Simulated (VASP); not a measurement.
Wanted: the native input for a VASP 6.6.1 run.

| Property | Result |
| --- | --- |
| Task | single point |
| Functional | RPBE |
| Dispersion | D3(BJ) |
| Potentials or basis | VASP PAW PBE potentials, release 64 (Al, N) |
| Cutoff | 600 eV |
| k mesh | 10 × 10 × 10 |
| Occupations | fermi-dirac, width 0.05 eV |
| Spin | no spin polarisation |
| Dipole correction | no |
| Further INCAR settings | ALGO = Normal; EDIFF = 1e-06; NBANDS = 11 |

The structure of AlN lies in POSCAR:

```
AlN
1.0
    0.0000000000      2.2268278375      2.2268278375
    2.2268278375      0.0000000000      2.2268278375
    2.2268278375      2.2268278375      0.0000000000
Al N
1 1
Direct
    0.0000000000      0.0000000000      0.0000000000
    0.2500000000      0.2500000000      0.2500000000
```

One way to write it, as run:

INCAR

```
PREC = Accurate
ENCUT = 600
EDIFF = 1E-6
ISMEAR = -1
SIGMA = 0.05
LREAL = F
LASPH = T
NELM = 120
ALGO = Normal
ISIF = 2
LWAVE = F
LCHARG = T
GGA = RP
IVDW = 12
LELF = T
LVHAR = T
NBANDS = 11
GGA_COMPAT = F
```

KPOINTS

```
regular mesh
0
Gamma
  10 10 10
```

Potentials or basis: VASP PAW PBE potentials, release 64 (Al, N).

Launch:

```sh
$ cat potpaw_PBE.64/Al/POTCAR potpaw_PBE.64/N/POTCAR > POTCAR
$ mpirun -np 1 vasp_std > vasp.out
```

Results of the run:

```json
{"Pressure": "-22.5 GPa", "Band gap on the k mesh": "3.33 eV, indirect (least direct gap 3.73 eV)", "Dispersion energy per atom": "-1.049 eV"}
```

Caveat: the PAW data sets were made with another functional, which shifts forces and pressure a little.

Run time: 35 s on 1 thread of AMD EPYC 7R13 (shared host), peak memory 0.13 GiB.
